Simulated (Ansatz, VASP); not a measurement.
**Two plane-wave programs on Sn**

```
CELL_PARAMETERS angstrom
2.67741 -4.38521 0.00000
2.67741 4.38521 0.00000
0.00000 0.00000 5.31403
ATOMIC_POSITIONS crystal
Sn 0.16048 0.83952 0.09373
Sn 0.66048 0.33952 0.40627
Sn 0.83952 0.16048 0.90627
Sn 0.33952 0.66048 0.59373
```

Alike in both runs: functional PBEsol; k mesh 4 × 4 × 4; occupations gaussian, width 0.1 eV; no spin polarisation.

Ansatz relaxed the structure, and its values are those at the end. VASP's run is a single point on that final structure, the one shown.

```csv
,VASP,Ansatz
version,VASP 6.6.1,Ansatz 0.2.0
potentials or method,"VASP PAW PBE potentials, release 64 (Sn_d), cutoff 520 eV","scalar-relativistic, plane waves, PAW"
valence electrons in the cell,56,56
```

```csv
,VASP,Ansatz,Ansatz less VASP
gap on the k mesh at the Fermi level (eV),none,none,-
pressure (GPa),-0.1,0.0,+0.09
rms of the force components (eV/Å),0.014,0.014,-0.0002
```

VASP's potentials were made for PBE, not for PBEsol. A gap of «none» marks a metal or a gap that the smearing closes. With one functional, cell and mesh, what is left measures potentials, basis and numerics.
